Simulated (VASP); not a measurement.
# TePb (P6_3/mmc) in VASP: further runs, part 2 of 2

VASP 6.6.1. The steps go on from the part before.

## (3) Relaxation of shape and atoms at fixed volume, PBE (volume scaled by 1.100)

The input, INCAR:

```
SYSTEM = TePb
  PREC = Accurate
  ENCUT = 600
  EDIFF = 1E-6
  ISMEAR = 0
  SIGMA = 0.05
  LREAL = .False.
  LASPH = .True.
  NELM = 60
  ALGO = Normal
  ISIF = 4
  LWAVE = .False.
  LCHARG = .False.
  GGA = PE
  IBRION = 2
  NSW = 60
  EDIFFG = -0.01
```

The input, KPOINTS:

```
regular mesh
0
Gamma
  8 8 6
  0 0 0
```

The input, POSCAR:

```
TePb
1.0
    4.7360120312      0.0000000000      0.0000000000
   -2.3680060156      4.1015067316      0.0000000000
    0.0000000000      0.0000000000      8.1579395657
Pb Te
2 2
Direct
    0.0000000000      0.0000000000      0.0000000000
    0.0000000000      0.0000000000      0.5000000000
    0.3333333333      0.6666666667      0.2500000000
    0.6666666667      0.3333333333      0.7500000000
```

Potentials or basis: VASP PAW PBE potentials, release 64 (Pb_d, Te).

Command:

```bash
$ cat potpaw_PBE.64/Pb_d/POTCAR potpaw_PBE.64/Te/POTCAR > POTCAR
$ mpirun -np 1 vasp_std > vasp.out
```

OUTCAR:

```text
SYSTEM = TePb
   PREC = Accurate
   ENCUT = 600
   EDIFF = 1E-6
   ISMEAR = 0
   LREAL = .False.
   LASPH = .True.
   NELM = 60
   ISIF = 4
   GGA = PE
   IBRION = 2
   NSW = 60
   EDIFFG = -0.01

 ion  position               nearest neighbor table
   1  0.000  0.000  0.000-   3 3.41   4 3.41   3 3.41   4 3.41   4 3.41   3 3.41   2 4.08   2 4.08

   2  0.000  0.000  0.500-   3 3.41   4 3.41   3 3.41   4 3.41   4 3.41   3 3.41   1 4.08   1 4.08

   3  0.333  0.667  0.250-   1 3.41   2 3.41   1 3.41   2 3.41   1 3.41   2 3.41
   4  0.667  0.333  0.750-   1 3.41   2 3.41   1 3.41   2 3.41   1 3.41   2 3.41

  LATTYP: Found a hexagonal cell.
 ALAT       =     4.7360120312
 C/A-ratio  =     1.7225335392

  Lattice vectors:

 A1 = (   4.7360120312,   0.0000000000,   0.0000000000)
 A2 = (  -2.3680060156,   4.1015067316,   0.0000000000)
 A3 = (   0.0000000000,   0.0000000000,   8.1579395657)

Analysis of symmetry for initial positions (statically):
=====================================================================
 Subroutine PRICEL returns:
 Original cell was already a primitive cell.

 Routine SETGRP: Setting up the symmetry group for a
 hexagonal supercell.

 Subroutine GETGRP returns: Found 24 space group operations
 (whereof 12 operations were pure point group operations)
 out of a pool of 24 trial point group operations.

The static configuration has the point symmetry D_3d.
 The point group associated with its full space group is D_6h.

Analysis of symmetry for dynamics (positions and initial velocities):
=====================================================================
 Subroutine PRICEL returns:
 Original cell was already a primitive cell.

 Routine SETGRP: Setting up the symmetry group for a
 hexagonal supercell.

 Subroutine GETGRP returns: Found 24 space group operations
 (whereof 12 operations were pure point group operations)
 out of a pool of 24 trial point group operations.

The dynamic configuration has the point symmetry D_3d.
 The point group associated with its full space group is D_6h.

 Subroutine INISYM returns: Found 24 space group operations
 (whereof 12 operations are pure point group operations),
 and found     1 'primitive' translations

----------------------------------------------------------------------------------------

                                     Primitive cell

  volume of cell :     158.4662

  direct lattice vectors                    reciprocal lattice vectors
     4.736012031  0.000000000  0.000000000     0.211148112  0.121906419  0.000000000
    -2.368006016  4.101506732  0.000000000     0.000000000  0.243812839  0.000000000
     0.000000000  0.000000000  8.157939566     0.000000000  0.000000000  0.122579972

  length of vectors
     4.736012031  4.736012031  8.157939566     0.243812839  0.243812839  0.122579972

  position of ions in fractional coordinates (direct lattice)
     0.000000000  0.000000000  0.000000000
     0.000000000  0.000000000  0.500000000
     0.333333333  0.666666667  0.250000000
     0.666666667  0.333333333  0.750000000
[... 31 lines left out ...]

 Found     40 irreducible k-points:

 Following reciprocal coordinates:
            Coordinates               Weight
  0.000000  0.000000  0.000000      1.000000
  0.125000  0.000000  0.000000      6.000000
  0.250000  0.000000  0.000000      6.000000
  0.375000 -0.000000  0.000000      6.000000
  0.500000  0.000000  0.000000      3.000000
  0.125000  0.125000  0.000000      6.000000
[... 16 lines left out ...]
  0.250000  0.000000  0.333333     12.000000
  0.375000 -0.000000  0.333333     12.000000
 [... further k-points ...]
   k-points           NKPTS =     40   k-points in BZ     NKDIM =     40   number of bands    NBANDS=     24
   number of dos      NEDOS =    301   number of ions     NIONS =      4
   total plane-waves  NPLWV = 112000
   dimension x,y,z NGX =    40 NGY =   40 NGZ =   70
   dimension x,y,z NGXF=    80 NGYF=   80 NGZF=  140
   ions per type =               2   2
   NGX,Y,Z   is equivalent  to a cutoff of  14.04, 14.04, 14.26 a.u.
   NGXF,Y,Z  is equivalent  to a cutoff of  28.08, 28.08, 28.53 a.u.
 SYSTEM =  TePb
   PREC   = accura    normal or accurate (medium, high low for compatibility)
   ISTART =      0    job   : 0-new  1-cont  2-samecut
   ICHARG =      2    charge: 1-file 2-atom 10-const
   ISPIN  =      1    spin polarized calculation?
   LNONCOLLINEAR =      F non collinear calculations
   LSORBIT =      F    spin-orbit coupling
   LASPH  =      T    aspherical Exc in radial PAW
   ENCUT  =  600.0 eV  44.10 Ry    6.64 a.u.   9.46  9.46 16.29*2*pi/ulx,y,z
   NELM   =     60;   NELMIN=  2; NELMDL= -5     # of ELM steps
   EDIFF  = 0.1E-05   stopping-criterion for ELM
   LREAL  =      F    real-space projection
   EDIFFG = -.1E-01   stopping-criterion for IOM
   NSW    =     60    number of steps for IOM
   IBRION =      2    ionic relax: 0-MD 1-quasi-New 2-CG
   NFREE  =      1    steps in history (QN), initial steepest desc. (CG)
   ISIF   =      4    stress and relaxation
   ISYM   =      2    0-nonsym 1-usesym 2-fastsym
   POTIM  = 0.5000    time-step for ionic-motion
   TEBEG  =    0.0;   TEEND  =   0.0 temperature during run
   PSTRESS=    0.0 pullay stress
   NELECT =      40.0000    total number of electrons
   NUPDOWN=      -1.0000    fix difference up-down
   EMIN   =  10.00;   EMAX   =-10.00  energy-range for DOS
   EFERMI =   0.00;   METHOD = LEGACY
   ISMEAR =     0;   SIGMA  =   0.05  broadening in eV -4-tet -1-fermi 0-gaus
   EFERMI_NEDOS =   21; number of points for ismear=-14 and -15
   IALGO  =     38    algorithm
   IMIX   =      4    mixing-type and parameters
     AMIX     =   0.40;   BMIX     =  1.00
     AMIX_MAG =   1.60;   BMIX_MAG =  1.00
  volume/ion in A,a.u.               =      39.62       267.35
  Fermi-wavevector in a.u.,A,eV,Ry     =   1.034624  1.955156 14.564316  1.070447
  Thomas-Fermi vector in A             =   2.168928
   LORBIT       =      0    0 simple, 1 ext, 2 COOP (PROOUT), +10 PAW based schemes
   GGA     = PE    functional components
   LHFCALC =     F    Hartree Fock is set to
   AEXX    =    0.0000 exact exchange contribution
   IVDW    =     0    specifies the selected vdW correction
   LEPSILON=     F    determine dielectric tensor
   LRPA    =     F    only Hartree local field effects (RPA)
 conjugate gradient relaxation of ions
 non-spin polarized calculation
 Gauss-broadening in eV      SIGMA  =   0.05
  energy-cutoff  :      600.00
  volume of cell :      158.47
 maximum number of plane-waves:      5336
 NGX is ok and might be reduce to    40
   NGX = 19   NGY = 19   NGZ = 33

--------------------------------------- Ionic step        1  -------------------------------------------

 number of electron      39.9999997 magnetization

 Free energy of the ion-electron system (eV)
  ---------------------------------------------------
  ext. energy  EPLUGINS =         0.00000000
  ---------------------------------------------------
  free energy    TOTEN  =       -14.76791692 eV

  energy without entropy =      -14.76791683  energy(sigma->0) =      -14.76791687

------------------------ aborting loop because EDIFF is reached ----------------------------------------

  FORCE on cell =-STRESS in cart. coord.  units (eV):
  Direction    XX          YY          ZZ          XY          YZ          ZX
  --------------------------------------------------------------------------------------
  -------------------------------------------------------------------------------------
  Total       -2.7916615     -2.7916615     -3.0208739      0.0000000      0.0000000      0.0000000
  in kB      -28.2251737    -28.2251737    -30.5426327      0.0000000      0.0000000      0.0000000
  external PRESSURE =     -28.9976601 kB  Pullay stress =       0.0000000 kB
[... 63 lines left out ...]
--------------------------------------- Ionic step        3  -------------------------------------------

 number of electron      40.0000000 magnetization

 Free energy of the ion-electron system (eV)
  ---------------------------------------------------
  ext. energy  EPLUGINS =         0.00000000
  ---------------------------------------------------
  free energy    TOTEN  =       -14.76849778 eV

  energy without entropy =      -14.76849644  energy(sigma->0) =      -14.76849711

 E-fermi :   4.2798     XC(G=0):  -8.5750

 val. band max:        4.1530684290   @ k =   0.3750   0.2500   0.0000
 cond. band min:       4.3889564493   @ k =   0.0000   0.0000   0.0000
 fundamental gap:      0.2358880203
 Fermi energy:         4.2798173977

 k-point     1 :       0.0000    0.0000    0.0000
  band No.  band energies     occupation
      1     -12.8505      2.00000
      2     -12.8337      2.00000
      3     -12.8337      2.00000
      4     -12.8278      2.00000
      5     -12.8278      2.00000
      6     -12.8229      2.00000
[... 637 lines left out ...]
     23       6.5212      0.00000
     24       7.0400      0.00000

 [... further k-points ...]
[... 5 lines left out ...]
  --------------------------------------------------------------------------------------
  -------------------------------------------------------------------------------------
  Total       -2.8349646     -2.8349646     -2.8323856      0.0000000      0.0000000      0.0000000
  in kB      -28.6629913    -28.6629913    -28.6369166      0.0000000      0.0000000      0.0000000
  external PRESSURE =     -28.6542997 kB  Pullay stress =       0.0000000 kB
[... 19 lines left out ...]
  FREE ENERGIE OF THE ION-ELECTRON SYSTEM (eV)
  ---------------------------------------------------
  free  energy   TOTEN  =       -14.7684977797 eV

  energy  without entropy=      -14.7684964398  energy(sigma->0) =      -14.76849711

 reached required accuracy - stopping structural energy minimisation
```

OSZICAR:

```text
N       E                     dE             d eps       ncg     rms          rms(c)
DAV:   1     0.387090327929E+03    0.38709E+03   -0.19135E+04  1920   0.175E+03
DAV:   2     0.246389449886E+02   -0.36245E+03   -0.35890E+03  1960   0.424E+02
DAV:   3    -0.136681933467E+02   -0.38307E+02   -0.37513E+02  2520   0.151E+02
[... 19 lines left out ...]
DAV:   1    -0.147713635465E+02   -0.31007E-02   -0.18147E-01  2080   0.326E+00    0.268E-01
DAV:   2    -0.147696639768E+02    0.16996E-02   -0.49217E-03  2504   0.646E-01    0.172E-01
DAV:   3    -0.147684817500E+02    0.11822E-02   -0.19974E-03  2704   0.509E-01    0.122E-02
DAV:   4    -0.147684972854E+02   -0.15535E-04   -0.22299E-04  2272   0.145E-01    0.780E-03
DAV:   5    -0.147684977797E+02   -0.49429E-06   -0.60518E-06  2328   0.242E-02
   3 F= -.14768498E+02 E0= -.14768497E+02  d E =-.580863E-03
```

Run time: 3.7 min. Hardware: 1 thread of AMD EPYC 9R45 (Zen 5), shared host; peak memory 0.41 GiB.

What came out:

```yaml
Free_energy: -14.7685 eV
Energy_gained_by_relaxing: 0.1 meV/atom
Ionic_steps: 3
Pressure_after_relaxing: -2.9 GPa
Band_gap_on_the_k_mesh: 0.24 eV, indirect (least direct gap 0.37 eV)
```

Step by step:
```tsv
step	energy change (eV)	largest force (eV/Å)	pressure (GPa)	volume (Å³)
1	0.0000	0.0000	-2.90	158.47
2	-0.0003	0.0000	-2.88	158.47
3	-0.0006	0.0000	-2.87	158.47
```

Final structure:
```
Pb Te
1.0
     4.74857    0.00000    0.00000
    -2.37429    4.11239    0.00000
     0.00000    0.00000    8.11483
Pb Te
2 2
Direct
  0.00000 0.00000 0.00000
  0.00000 0.00000 0.50000
  0.33333 0.66667 0.25000
  0.66667 0.33333 0.75000
```

Caveat: the cell differs from its parent crystal (volume scaled by 1.100); spin-orbit coupling is left out, which moves the levels of the heavy elements. A k mesh can miss the band edges.
